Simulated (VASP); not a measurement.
Input of a VASP 6.6.1 run:

INCAR

```
ALGO = Normal
EDIFF = 1E-6
ENCUT = 520
GGA = PE
ISIF = 2
ISMEAR = 0
LASPH = T
LCHARG = F
LREAL = F
LWAVE = F
NBANDS = 21
NELM = 60
PREC = Accurate
SIGMA = 0.05
```

KPOINTS

```
k-points
0
Gamma
  6 6 4
```

POSCAR

```
Sn
1.0
    3.3826537971      0.0000000000      0.0000000000
   -1.6913268985      2.9294641205      0.0000000000
    0.0000000000      0.0000000000      5.5483305003
Sn
2
Direct
    0.3333333333      0.6666666667      0.7500000000
    0.6666666667      0.3333333333      0.2500000000
```

Potentials or basis: VASP PAW PBE potentials, release 64 (Sn_d).

Launch:

```sh
$ cat potpaw_PBE.64/Sn_d/POTCAR > POTCAR
$ mpirun -np 1 vasp_std > vasp.out
```

Task: What does it give for the band gap on the k mesh?

Result: Zero (band 14 reaches 13.70 eV, above the bottom of band 15 at 6.04 eV).

Task: Estimate the pressure.

Result: -0.1 GPa.

Stress tensor (GPa, compression positive):
```
-0.15  0.00  0.00
 0.00 -0.15  0.00
 0.00  0.00  0.04
```

Caveat: spin-orbit coupling is left out, which moves the levels of the heavy elements.
